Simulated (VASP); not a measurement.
Set up this calculation in VASP 6.6.1, as the native input.

| Quantity | Value |
| --- | --- |
| Task | single point |
| Functional | r2SCAN0 |
| Potentials or basis | VASP PAW PBE potentials, release 64 (Na_pv, Cl) |
| Cutoff | 520 eV |
| k mesh | 6 × 6 × 6 |
| Occupations | gaussian, width 0.01 eV |
| Spin | no spin polarisation |
| Dipole correction | no |
| Grid for exact exchange (PRECFOCK) | Normal |
| Further INCAR settings | ALGO = Normal; EDIFF = 1e-06; NBANDS = 14 |
| Share of exact exchange | 0.25 |

NaCl:

```
Na Cl
1.0
     0.00000    2.80270    2.80270
     2.80270    0.00000    2.80270
     2.80270    2.80270    0.00000
Na Cl
1 1
Direct
  0.00000 0.00000 0.00000
  0.50000 0.50000 0.50000
```

These files were run (other wordings do the same):

POSCAR

```
NaCl
1.0
    0.0000000000      2.8026988303      2.8026988303
    2.8026988303      0.0000000000      2.8026988303
    2.8026988303      2.8026988303      0.0000000000
Na Cl
1 1
Direct
    0.0000000000      0.0000000000      0.0000000000
    0.5000000000      0.5000000000      0.5000000000
```

INCAR.step1

```
SYSTEM = NaCl
PREC = Accurate
ENCUT = 520
EDIFF = 1E-5
ISMEAR = 0
SIGMA = 0.01
LREAL = .False.
LASPH = .True.
NELM = 60
ALGO = Normal
ISIF = 2
LWAVE = .True.
LCHARG = .False.
GGA = PE
NBANDS = 14
```

INCAR.step2

```
SYSTEM = NaCl
PREC = Accurate
ENCUT = 520
EDIFF = 1E-6
ISMEAR = 0
SIGMA = 0.01
LREAL = .False.
LASPH = .True.
NELM = 60
ALGO = Normal
ISIF = 2
LWAVE = .False.
LCHARG = .False.
METAGGA = R2SCAN
LHFCALC = .True.
AEXX = 0.25
LMIXTAU = .True.
PRECFOCK = Normal
ISTART = 1
NBANDS = 14
```

KPOINTS

```
Automatic mesh
0
Gamma
  6 6 6
  0 0 0
```

Potentials or basis: VASP PAW PBE potentials, release 64 (Na_pv, Cl).

The run is started by

```sh
$ cat potpaw_PBE.64/Na_pv/POTCAR potpaw_PBE.64/Cl/POTCAR > POTCAR
$ cp INCAR.step1 INCAR
$ mpirun -np 1 vasp_std > vasp.out
$ cp INCAR.step2 INCAR
$ mpirun -np 1 vasp_std > vasp.out
```

Results of the run:

```json
{
 "Pressure": "-0.3 GPa",
 "Band gap on the k mesh": "7.75 eV"
}
```

Caveat: the PAW data sets were made with another functional, which shifts forces and pressure a little.

Run time: 28 min on 1 thread of Intel(R) Xeon(R) Platinum 8259CL CPU @ 2.50GHz (Skylake/Cascade Lake), on a shared host, peak memory 0.19 GiB.
